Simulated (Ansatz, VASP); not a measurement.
# Mn in VASP and in Ansatz

```
Mn
1.0
     3.94722    0.00000    0.00000
    -1.97361    3.41839    0.00000
     0.00000    0.00000    2.48890
Mn
3
Direct
  0.00000 0.00000 0.00000
  0.33333 0.66667 0.50000
  0.66667 0.33333 0.50000
```

Alike in both runs: functional BLYP; k mesh 9 × 9 × 13; occupations fermi-dirac, width 0.1 eV; no spin polarisation.

Ansatz relaxed the structure, and its values are those at the end. VASP's run is a single point on that final structure, the one shown.

```csv
,VASP,Ansatz
version,VASP 6.6.1,Ansatz 0.2.0
potentials or method,"VASP PAW PBE potentials, release 64 (Mn_pv), cutoff 520 eV","plane waves (420 eV) with PAW, scalar-relativistic"
valence electrons in the cell,39,45
```

|  | VASP | Ansatz | Ansatz less VASP |
| --- | --- | --- | --- |
| pressure (GPa) | 0.2 | 0.0 | -0.21 |

VASP's potentials were made for PBE, not for BLYP. VASP's potentials hold 39 valence electrons a cell and Ansatz's 45, so a difference there can come from the potentials and not from the codes.
